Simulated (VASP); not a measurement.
Set up this calculation in VASP 6.6.1, as the native input.

```yaml
Task: single point
Functional: LDA
Potentials_or_basis: VASP PAW LDA potentials, release 64 (Pb_d)
Cutoff: 520 eV
k_mesh: 9 × 9 × 5
Occupations: fermi-dirac, width 0.05 eV
Spin: no spin polarisation
Dipole_correction: no
Further_INCAR_settings: ALGO = Fast; EDIFF = 1e-07; NBANDS = 21
```

The structure of Pb lies in POSCAR:

```
Pb
1.0
    3.0386068135     -1.7503199600      0.0000000000
    3.0386068135      1.7503199600      0.0000000000
   -2.1154626375      0.0000000000      6.0952248674
Pb
2
Direct
    0.9085084100      0.9085084100      0.7262922000
    0.0914915900      0.0914915900      0.2737078000
```

One way to write it, as run:

INCAR

```
  PREC = Accurate
  ENCUT = 520
  EDIFF = 1E-7
  ISMEAR = -1
  SIGMA = 0.05
  LREAL = F
  LASPH = T
  NELM = 60
  ALGO = Fast
  ISIF = 2
  LWAVE = F
  LCHARG = F
  NBANDS = 21
```

KPOINTS

```
regular mesh
0
Gamma
  9 9 5
```

Potentials or basis: VASP PAW LDA potentials, release 64 (Pb_d).

Run with:

```sh
$ cat potpaw_LDA.64/Pb_d/POTCAR > POTCAR
$ mpirun -np 1 vasp_std > vasp.out
```

Results of the run:

| Quantity | Value |
| --- | --- |
| Pressure | -3.1 GPa |
| Largest force | 0.172 eV/Å |
| Band gap on the k mesh | zero (band 14 reaches 12.40 eV, above the bottom of band 15 at 4.85 eV) |

Caveat: spin-orbit coupling is left out, which moves the levels of the heavy elements.

Run time: 3.1 min on 1 thread of Intel(R) Xeon(R) Platinum 8259CL CPU @ 2.50GHz (Skylake/Cascade Lake), with other jobs on the host, peak memory 0.24 GiB.
